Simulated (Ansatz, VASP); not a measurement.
## Sn: VASP beside Ansatz

POSCAR

```
Sn
1.0
    0.0000000000      2.8352927563      4.2529391345
    2.8352927563      0.0000000000      4.2529391345
    2.8352927563      2.8352927563      0.0000000000
Sn
2
Direct
    0.5000000000      0.5000000000      0.5000000000
    0.7500000000      0.7500000000      0.7500000000
```

INCAR.step1

```
SYSTEM = Sn
ALGO = Normal ; EDIFF = 1E-4
ENCUT = 520 ; GGA = PE
ISMEAR = 0 ; LASPH = .TRUE.
LCHARG = .FALSE. ; LREAL = .FALSE.
LWAVE = .TRUE. ; NBANDS = 21
NELM = 100 ; PREC = Accurate
SIGMA = 0.15
```

The input INCAR.step2:

```
SYSTEM = Sn
ALGO = Normal ; EDIFF = 1E-6
ENCUT = 520 ; ISIF = 2
ISMEAR = 0 ; ISTART = 1
LASPH = .TRUE. ; LCHARG = .FALSE.
LMIXTAU = .TRUE. ; LREAL = .FALSE.
LWAVE = .FALSE. ; METAGGA = R2SCAN
NBANDS = 21 ; NELM = 100
PREC = Accurate ; SIGMA = 0.15
```

The input KPOINTS:

```
k-points
0
G
  10 10 10
  0 0 0
```

Input for Ansatz:

```yaml
crystal:
  lattice:
    - [0.0, 2.8352927563, 4.2529391345]
    - [2.8352927563, 0.0, 4.2529391345]
    - [2.8352927563, 2.8352927563, 0.0]
  atoms:
    - { symbol: Sn, position: [0.5, 0.5, 0.5] }
    - { symbol: Sn, position: [0.75, 0.75, 0.75] }
basis:
  ecutwfc: 500
kpoints:
  mp_grid: { grid: [10, 10, 10] }
hamiltonian:
  xc: r2scan
scf:
  occupations: { method: gaussian, width: 0.15 }
output:
  forces: true
  stress: true
  eigenvalues: true
```

Alike in both runs: task single point; functional r2SCAN; k mesh 10 × 10 × 10; occupations gaussian, width 0.15 eV; no spin polarisation.

|  | VASP | Ansatz |
| --- | --- | --- |
| version | VASP 6.6.1 | Ansatz 0.2.0 |
| potentials or method | VASP PAW PBE potentials, release 64 (Sn_d), cutoff 520 eV | scalar-relativistic, plane waves, PAW |
| valence electrons in the cell | 28 | 28 |

```tsv
	VASP	Ansatz	Ansatz less VASP
gap on the k mesh at the Fermi level (eV)	none	none	-
pressure (GPa)	0.7	0.7	+0.01
traceless stress, the component that is largest in VASP (GPa)	-3.86	-3.87	-0.018
```

VASP's potentials were made for PBE, not for r2SCAN. A gap of «none» marks a metal or a gap that the smearing closes.
